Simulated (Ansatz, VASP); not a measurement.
TiC in VASP and in Ansatz

Contents of INCAR:

```
SYSTEM = TiC
  PREC = Accurate
  ENCUT = 520
  EDIFF = 1E-8
  ISMEAR = -1
  SIGMA = 0.03
  LREAL = .False.
  LASPH = .True.
  NELM = 100
  ALGO = Normal
  ISIF = 2
  LWAVE = .False.
  LCHARG = .False.
  GGA = PS
  LEFG = .True.
  NBANDS = 15
```

Contents of KPOINTS:

```
regular mesh
0
Gamma
  16 16 16
  0 0 0
```

File POSCAR:

```
TiC
1.0
   -0.0649200000      2.1315400000      2.1315400000
    2.1315400000     -0.0649200000      2.1315400000
    2.1315400000      2.1315400000     -0.0649200000
Ti C
1 1
Direct
    0.0000000000      0.0000000000      0.0000000000
    0.5000000000      0.5000000000      0.5000000000
```

Input for Ansatz:

```yaml
crystal:
  lattice:
    - [-0.06492, 2.13154, 2.13154]
    - [2.13154, -0.06492, 2.13154]
    - [2.13154, 2.13154, -0.06492]
  atoms:
    - { symbol: Ti, position: [0.0, 0.0, 0.0] }
    - { symbol: C, position: [0.5, 0.5, 0.5] }
kpoints:
  mp_grid: { grid: [16, 16, 16] }
scf:
  occupations: { method: fermi_dirac, width: 0.03 }
hamiltonian:
  xc: pbesol
  pseudopotentials: { kind: all_electron, datasets: crystal }
output:
  forces: true
  stress: true
  eigenvalues: true
  efg: { contact_densities: true }
```

Change from the starting cell: equal xy, yz and zx shear strains of -3 %, crystal datasets.

Alike in both runs: task electric field gradients; functional PBEsol; k mesh 16 × 16 × 16; occupations fermi-dirac, width 0.03 eV; no spin polarisation.

```csv
,VASP,Ansatz
version,VASP 6.6.1,Ansatz 0.2.0
potentials or method,"VASP PAW PBE potentials, release 64 (Ti_sv, C), cutoff 520 eV","all-electron PAW with datasets made for the crystal, scalar-relativistic"
```

```csv
,VASP,Ansatz,Ansatz less VASP
pressure (GPa),-5.7,-6.0,-0.30
"traceless stress, the component that is largest in VASP (GPa)",4.74,4.77,+0.024
size of Vzz on the site where it differs most (V/Å²),2.8,2.5,-0.29
```

VASP's potentials were made for PBE, not for PBEsol. Ansatz ran all-electron here, and VASP with PAW potentials.
